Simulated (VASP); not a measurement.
ZnSe, 4 atoms in the cell. Symmetry: P4/nmm, No. 129, tetragonal system. The conventional cell has a = 4.108 Å, b = 4.108 Å, c = 6.070 Å, α = 90.00°, β = 90.00°, γ = 90.00°. Within 3.4 Å of Zn (site symmetry -4m2) lie 4 Se at 2.54 Å and 4 Zn at 2.90 Å. Within 3.4 Å of Se (site symmetry 4mm) lie 4 Zn at 2.54 Å. 

- Program: VASP 6.6.1
- Task: single point
- Functional: r2SCAN
- Potentials or basis: VASP PAW PBE potentials, release 64 (Zn, Se)
- Cutoff: 520 eV
- k mesh: 4 × 4 × 2
- Occupations: gaussian, width 0.01 eV
- Spin: no spin polarisation
- Dipole correction: no
- Further INCAR settings: ALGO = Normal; EDIFF = 1e-07; NBANDS = 26

Potentials or basis: VASP PAW PBE potentials, release 64 (Zn, Se).

Launch:

```bash
$ cat potpaw_PBE.64/Zn/POTCAR potpaw_PBE.64/Se/POTCAR > POTCAR
$ cp INCAR.step1 INCAR
$ mpirun -np 1 vasp_std > vasp.out
$ cp INCAR.step2 INCAR
$ mpirun -np 1 vasp_std > vasp.out
```

Hardware: 1 thread of AMD EPYC 9R45 96-Core Processor (Zen 5), with other jobs on the host.

Task: How long does it take, and how much memory?

Result: It took 84 s on 1 thread of AMD EPYC 9R45 96-Core Processor (Zen 5) (shared host), peak memory 0.2 GiB. Counts: k points 12.
